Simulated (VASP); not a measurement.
# TiS2 (P-3m1) in VASP: relaxation of cell and atoms with PBE

Aim: the relaxation of cell and atoms of TiS2 with PBE.

Everything below comes from runs of VASP 6.6.1. Logs are shortened: lines on timing, memory, paths and dates and some standing lists are left out, and cuts for length are marked.

## 1. The cell of the first run

It takes space group P-3m1 (No. 164, trigonal). The conventional cell has a = 3.416 Å, b = 3.416 Å, c = 6.574 Å, α = 90.00°, β = 90.00°, γ = 120.00°. Within 3.2 Å of Ti (site symmetry -3m) lie 6 S at 2.43 Å. S (site symmetry 3m) has 3 Ti at 2.43 Å within 3.2 Å.

## 2. Relaxation of cell and atoms, PBE

Input file INCAR:

```
SYSTEM = TiS2
  ALGO = Normal
  EDIFF = 1E-7
  EDIFFG = -0.01
  ENCUT = 500
  GGA = PE
  GGA_COMPAT = .FALSE.
  IBRION = 2
  ISIF = 3
  ISMEAR = 0
  LASPH = .TRUE.
  LCHARG = .FALSE.
  LREAL = .FALSE.
  LWAVE = .FALSE.
  NELM = 120
  NELMIN = 4
  NSW = 100
  PREC = Accurate
  SIGMA = 0.1
```

Input file KPOINTS:

```
k-points
0
G
  18 18 8
  0 0 0
```

Input file POSCAR:

```
TiS2
1.0
    3.4162435493      0.0000000029      0.0000000000
   -1.7081217772      2.9585536978      0.0000000000
    0.0000000000      0.0000000000      6.5737537445
Ti S
1 2
Direct
    0.0000000000      0.0000000000      0.0000000000
    0.3333333333      0.6666666667      0.2157384022
    0.6666666667      0.3333333333      0.7842615978
```

Potentials or basis: VASP PAW PBE potentials, release 64 (Ti_sv, S).

Launch:

```bash
cat potpaw_PBE.64/Ti_sv/POTCAR potpaw_PBE.64/S/POTCAR > POTCAR
mpirun -np 1 vasp_std > vasp.out
```

OUTCAR:

```text
SYSTEM = TiS2
   EDIFF = 1E-7
   EDIFFG = -0.01
   ENCUT = 500
   GGA = PE
   IBRION = 2
   ISIF = 3
   ISMEAR = 0
   LASPH = .TRUE.
   LREAL = .FALSE.
   NELM = 120
   NELMIN = 4
   NSW = 100
   PREC = Accurate

 ion  position               nearest neighbor table
   1  0.000  0.000  0.000-   2 2.43   3 2.43   3 2.43   2 2.43   3 2.43   2 2.43
   2  0.333  0.667  0.216-   1 2.43   1 2.43   1 2.43
   3  0.667  0.333  0.784-   1 2.43   1 2.43   1 2.43

  LATTYP: Found a hexagonal cell.
 ALAT       =     3.4162435493
 C/A-ratio  =     1.9242637855

  Lattice vectors:

 A1 = (   3.4162435493,   0.0000000029,   0.0000000000)
 A2 = (  -1.7081217772,   2.9585536978,   0.0000000000)
 A3 = (   0.0000000000,   0.0000000000,   6.5737537445)

Analysis of symmetry for initial positions (statically):
=====================================================================
 Subroutine PRICEL returns:
 Original cell was already a primitive cell.

 Routine SETGRP: Setting up the symmetry group for a
 hexagonal supercell.

 Subroutine GETGRP returns: Found 12 space group operations
 (whereof 12 operations were pure point group operations)
 out of a pool of 24 trial point group operations.

The static configuration has the point symmetry D_3d.

Analysis of symmetry for dynamics (positions and initial velocities):
=====================================================================
 Subroutine PRICEL returns:
 Original cell was already a primitive cell.

 Routine SETGRP: Setting up the symmetry group for a
 hexagonal supercell.

 Subroutine GETGRP returns: Found 12 space group operations
 (whereof 12 operations were pure point group operations)
 out of a pool of 24 trial point group operations.

The dynamic configuration has the point symmetry D_3d.

 Subroutine INISYM returns: Found 12 space group operations
 (whereof 12 operations are pure point group operations),
 and found     1 'primitive' translations

----------------------------------------------------------------------------------------

                                     Primitive cell

  volume of cell :      66.4418

  direct lattice vectors                    reciprocal lattice vectors
     3.416243549  0.000000003  0.000000000     0.292719177  0.169001496  0.000000000
    -1.708121777  2.958553698  0.000000000    -0.000000000  0.338002991  0.000000000
     0.000000000  0.000000000  6.573753745     0.000000000  0.000000000  0.152120088

  length of vectors
[... 90 lines left out ...]
   ISIF   =      3    stress and relaxation
   ISYM   =      2    0-nonsym 1-usesym 2-fastsym
   POTIM  = 0.5000    time-step for ionic-motion
   TEBEG  =    0.0;   TEEND  =   0.0 temperature during run
   PSTRESS=    0.0 pullay stress
   NELECT =      24.0000    total number of electrons
   NUPDOWN=      -1.0000    fix difference up-down
   EMIN   =  10.00;   EMAX   =-10.00  energy-range for DOS
   EFERMI =   0.00;   METHOD = LEGACY
   ISMEAR =     0;   SIGMA  =   0.10  broadening in eV -4-tet -1-fermi 0-gaus
   EFERMI_NEDOS =   21; number of points for ismear=-14 and -15
   IALGO  =     38    algorithm
   IMIX   =      4    mixing-type and parameters
     AMIX     =   0.40;   BMIX     =  1.00
     AMIX_MAG =   1.60;   BMIX_MAG =  1.00
  volume/ion in A,a.u.               =      22.15       149.46
  Fermi-wavevector in a.u.,A,eV,Ry     =   1.165909  2.203249 18.494997  1.359344
  Thomas-Fermi vector in A             =   2.302429
   LORBIT       =      0    0 simple, 1 ext, 2 COOP (PROOUT), +10 PAW based schemes
   GGA     = PE    functional components
   LHFCALC =     F    Hartree Fock is set to
   AEXX    =    0.0000 exact exchange contribution
   IVDW    =     0    specifies the selected vdW correction
   LEPSILON=     F    determine dielectric tensor
   LRPA    =     F    only Hartree local field effects (RPA)
 conjugate gradient relaxation of ions
 non-spin polarized calculation
 Gauss-broadening in eV      SIGMA  =   0.10
  energy-cutoff  :      500.00
  volume of cell :       66.44
 maximum number of plane-waves:      1716
 NGX is ok and might be reduce to    28
   NGX = 13   NGY = 13   NGZ = 23

--------------------------------------- Ionic step        1  -------------------------------------------

 number of electron      24.0000001 magnetization

 Free energy of the ion-electron system (eV)
  ---------------------------------------------------
  ext. energy  EPLUGINS =         0.00000000
  ---------------------------------------------------
  free energy    TOTEN  =       -19.96616147 eV

  energy without entropy =      -19.96495965  energy(sigma->0) =      -19.96556056

------------------------ aborting loop because EDIFF is reached ----------------------------------------

  FORCE on cell =-STRESS in cart. coord.  units (eV):
  Direction    XX          YY          ZZ          XY          YZ          ZX
  --------------------------------------------------------------------------------------
  -------------------------------------------------------------------------------------
  Total       -0.0385342     -0.0385342     -0.0043931      0.0000000      0.0000000      0.0000000
  in kB       -0.9292134     -0.9292134     -0.1059355      0.0000000      0.0000000      0.0000000
  external PRESSURE =      -0.6547875 kB  Pullay stress =       0.0000000 kB
[... 98 lines left out ...]
--------------------------------------- Ionic step        4  -------------------------------------------

 number of electron      24.0000001 magnetization

 Free energy of the ion-electron system (eV)
  ---------------------------------------------------
  ext. energy  EPLUGINS =         0.00000000
  ---------------------------------------------------
  free energy    TOTEN  =       -19.96620200 eV

  energy without entropy =      -19.96496431  energy(sigma->0) =      -19.96558316

 E-fermi :   3.9014     XC(G=0):  -9.1510

 val. band max:        3.7164328079   @ k =  -0.0000   0.0556   0.1250
 cond. band min:       3.9174130456   @ k =   0.0000   0.0000   0.5000
 fundamental gap:      0.2009802378
 Fermi energy:         3.9014159898

 k-point     1 :       0.0000    0.0000    0.0000
  band No.  band energies     occupation
      1     -53.8011      2.00000
      2     -30.0251      2.00000
      3     -29.9747      2.00000
      4     -29.9747      2.00000
      5      -9.6363      2.00000
      6      -8.3385      2.00000
[... 433 lines left out ...]
      3     -30.0118      2.00000
      4     -30.0000      2.00000
      5      -8.1483      2.00000
      6      -7.9645      2.00000
[... 8 lines left out ...]
     15       5.7201      0.00000
     16       7.1371      0.00000

 [... further k-points ...]
[... 5 lines left out ...]
  --------------------------------------------------------------------------------------
  -------------------------------------------------------------------------------------
  Total        0.0055848      0.0055848     -0.0141396     -0.0000000      0.0000000      0.0000000
  in kB        0.1348799      0.1348799     -0.3414878     -0.0000000      0.0000000      0.0000000
  external PRESSURE =      -0.0239094 kB  Pullay stress =       0.0000000 kB
[... 18 lines left out ...]
  FREE ENERGIE OF THE ION-ELECTRON SYSTEM (eV)
  ---------------------------------------------------
  free  energy   TOTEN  =       -19.9662019993 eV

  energy  without entropy=      -19.9649643130  energy(sigma->0) =      -19.96558316

 reached required accuracy - stopping structural energy minimisation
```

OSZICAR:

```text
N       E                     dE             d eps       ncg     rms          rms(c)
DAV:   1     0.205127154705E+03    0.20513E+03   -0.11564E+04  8512   0.143E+03
DAV:   2    -0.222220644812E+01   -0.20735E+03   -0.20512E+03  9592   0.366E+02
DAV:   3    -0.232567112677E+02   -0.21035E+02   -0.20410E+02 13504   0.108E+02
[... 34 lines left out ...]
DAV:   3    -0.199662041847E+02    0.36357E-05   -0.25037E-05 11784   0.455E-02    0.132E-02
DAV:   4    -0.199662021128E+02    0.20719E-05   -0.14316E-05 12032   0.267E-02    0.630E-03
DAV:   5    -0.199662018117E+02    0.30103E-06   -0.31782E-06 12456   0.155E-02    0.305E-03
DAV:   6    -0.199662019541E+02   -0.14240E-06   -0.34219E-07  9184   0.610E-03    0.884E-04
DAV:   7    -0.199662019993E+02   -0.45139E-07   -0.21650E-08  4448   0.141E-03
   4 F= -.19966202E+02 E0= -.19965583E+02  d E =-.139969E-04
```

Run time: 5.5 min. Hardware: 1 thread of Intel Xeon 6975P-C (Granite Rapids), shared host; peak memory 0.39 GiB.

Results:

```yaml
Free_energy: -19.9662 eV
Relaxed_volume: 22.11 Å³/atom
Relaxed_cell: a = 3.413 Å, b = 3.413 Å, c = 6.575 Å, α = 90.00°, β = 90.00°, γ = 120.00°
Space_group_after_relaxing_to_0.1_Å: P-3m1 (No. 164)
Energy_gained_by_relaxing: 0.0 meV/atom
Ionic_steps: 4
Pressure_after_relaxing: 0.0 GPa
Band_gap_on_the_k_mesh: zero (bands 12 and 13 overlap by 0.02 eV)
```

Forces on the atoms (eV/Å):
```
Ti   0.000  0.000  0.000
S    0.000  0.000  0.003
S    0.000  0.000 -0.003
```

Final structure:
```
Ti S
1.0
     3.41325    0.00000    0.00000
    -1.70663    2.95596    0.00000
     0.00000    0.00000    6.57515
Ti S
1 2
Direct
  0.00000 0.00000 0.00000
  0.33333 0.66667 0.21594
  0.66667 0.33333 0.78406
```

Caveat: this functional lacks dispersion, which binds layers or chains, so the pressure and a relaxed spacing across them are unreliable.

The gap in the log of VASP goes by the Fermi energy; the results here count the filled bands.